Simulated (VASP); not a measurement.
## SnO: single point with PBE+D3(BJ)

The system is SnO, a slab with vacuum.

```
Sn O
1.0
     3.82015    0.00030    0.00000
    -0.00031    3.82015    0.00000
     0.00000    0.00000   22.22608
Sn O
4 4
Direct
  0.99995 0.99995 0.20246
  0.49995 0.49995 0.30878
  0.62495 0.87495 0.47975
  0.12495 0.37495 0.58607
  0.99995 0.49995 0.25562
  0.49995 0.99995 0.25562
  0.62495 0.37495 0.53291
  0.12495 0.87495 0.53291
```

This cell differs from its parent crystal: layers slid over each other.

```json
{
  "Program": "VASP 6.6.1",
  "Task": "single point",
  "Functional": "PBE",
  "Dispersion": "D3(BJ)",
  "Potentials or basis": "VASP PAW PBE potentials, release 64 (Sn_d, O)",
  "Cutoff": "520 eV",
  "k mesh": "7 × 7 × 1",
  "Occupations": "gaussian, width 0.05 eV",
  "Spin": "no spin polarisation"
}
```

```
Largest force              : 0.093 eV/Å
Band gap on the k mesh     : 2.20 eV (least direct gap 2.45 eV)
Dispersion energy per atom : -0.159 eV
```

Forces in eV/Å, atoms in the order of the input:
```
Sn  -0.005 -0.007 -0.075
Sn  -0.025 -0.048  0.075
Sn   0.025  0.048 -0.075
Sn   0.005  0.007  0.075
O   -0.028  0.015  0.011
O    0.010 -0.037  0.008
O   -0.010  0.037 -0.008
O    0.028 -0.015 -0.011
```

Levels at points of the mesh, in eV from the valence-band top:
```tsv
k point	band 38	band 39	band 40	band 41	band 42	band 43
(0.00, 0.00, 0.00)	-2.06	-0.80	-0.04	2.44	2.75	2.75
```

Run time: 8.7 min on 1 thread of Intel(R) Xeon(R) 6975P-C (Granite Rapids), on a shared host, peak memory 0.51 GiB.

Caveat: the cell differs from its parent crystal (layers slid over each other); spin-orbit coupling is left out, which moves the levels of the heavy elements.
